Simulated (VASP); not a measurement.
A run of VASP 6.6.1 is set up as follows.

The input INCAR:

```
ALGO = Normal
DIPOL = 0.5 0.5 0.294
EDIFF = 1E-6
ENCUT = 520
GGA = PE
IDIPOL = 3
ISIF = 2
ISMEAR = 0
LASPH = T
LCHARG = T
LDIPOL = T
LELF = T
LREAL = F
LVACPOTAV = T
LVHAR = T
LWAVE = F
NBANDS = 9
NELM = 100
PREC = Accurate
SIGMA = 0.1
```

KPOINTS

```
k-points
0
Gamma
  28 14 1
```

Contents of POSCAR:

```
Be
1.0
    2.0041770111      0.0000000000      0.0000000000
    0.0000000000      4.0125319620      0.0000000000
    0.0000000000      0.0000000000     23.8000000000
Be
2
Direct
    0.0000000000      0.2499967399      0.2941176471
    0.0000000000      0.7500032601      0.2941176471
```

Potentials or basis: VASP PAW PBE potentials, release 64 (Be).

Run with:

```sh
$ cat potpaw_PBE.64/Be/POTCAR > POTCAR
$ mpirun -np 1 vasp_std > vasp.out
```

Q: What does it give for the band gap on the k mesh?

A: Zero (band 2 reaches -0.28 eV, above the bottom of band 3 at -5.40 eV).
